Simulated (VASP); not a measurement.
Write the native input for VASP 6.6.1 that does the following.

```yaml
Task: relaxation of shape and atoms at fixed volume
Functional: PBE
Potentials_or_basis: VASP PAW PBE potentials, release 64 (Sn_d, O)
Cutoff: 600 eV
k_mesh: 6 × 6 × 8
Occupations: gaussian, width 0.01 eV
Spin: no spin polarisation
Dipole_correction: no
Further_INCAR_settings: ALGO = Normal; EDIFF = 1e-07; IBRION = 2; EDIFFG = -0.001; NSW = 80; ISIF = 4
```

The structure of SnO2 lies in POSCAR:

```
SnO2
1.0
    4.7949965919      0.0000000000      0.0000000000
    0.0000000000      4.7949965919      0.0000000000
    0.0000000000      0.0000000000      3.2165094426
Sn O
2 4
Direct
    0.0000000000      0.0000000000      0.0000000000
    0.5000000000      0.5000000000      0.5000000000
    0.3065699204      0.3065699204      0.0000000000
    0.1934300796      0.8065699204      0.5000000000
    0.6934300796      0.6934300796      0.0000000000
    0.8065699204      0.1934300796      0.5000000000
```

These files were run (other wordings do the same):

INCAR

```
SYSTEM = SnO2
  PREC = Accurate
  ENCUT = 600
  EDIFF = 1E-7
  ISMEAR = 0
  SIGMA = 0.01
  LREAL = .False.
  LASPH = .True.
  NELM = 120
  ALGO = Normal
  ISIF = 4
  LWAVE = .False.
  LCHARG = .False.
  GGA = PE
  IBRION = 2
  NSW = 80
  EDIFFG = -0.001
  GGA_COMPAT = .False.
  NELMIN = 4
```

KPOINTS

```
regular mesh
0
Gamma
  6 6 8
  0 0 0
```

Potentials or basis: VASP PAW PBE potentials, release 64 (Sn_d, O).

Run with:

```sh
$ cat potpaw_PBE.64/Sn_d/POTCAR potpaw_PBE.64/O/POTCAR > POTCAR
$ mpirun -np 1 vasp_std > vasp.out
```

It gave:

- Energy gained by relaxing: 0.3 meV/atom
- Ionic steps: 5
- Pressure after relaxing: 4.0 GPa
- Band gap on the k mesh: 0.86 eV

Caveat: spin-orbit coupling is left out, which moves the levels of the heavy elements.

Run time: 8.4 min on 1 thread of Oxide Virtual Turin-like Processor, with other jobs on the host, peak memory 0.25 GiB.
